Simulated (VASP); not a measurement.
Runs of VASP 6.6.1 on CoAu. The structure is that of space group R-3m (No. 166), or close to it. The cells are those of the table. 

```csv
spin,cell,k mesh,gap on the mesh (eV),pressure (GPa),moment (μB)
"collinear, ferromagnetic start","a = 4.694 Å, angles 34.5°, 2 atoms",12 × 12 × 12,none,-0.2,(a)
"collinear, ferromagnetic start","a = 4.687 Å, angles 33.6°, 2 atoms",6 × 6 × 6,none,8.7,1.45
off,"a = 4.695 Å, angles 34.5°, 2 atoms",18 × 18 × 18,none,-4.5,-
off,"a = 4.591 Å, angles 35.3°, 2 atoms",18 × 18 × 18,none,-0.2,-
```

Alike in all rows: task single point; level PBE; potentials or basis VASP PAW PBE potentials, release 64 (Co, Au); cutoff (eV) 520; smearing gaussian 0.1 eV.

Fill in the values left out.

(a) 1.73.

Caveats: some runs use coarse meshes; spin-orbit coupling is left out, which moves the levels of the heavy elements.

A k mesh can miss the band edges, and the runs leave out spin-orbit coupling on Au.

A gap of «none» marks levels without a gap at the run's occupations.
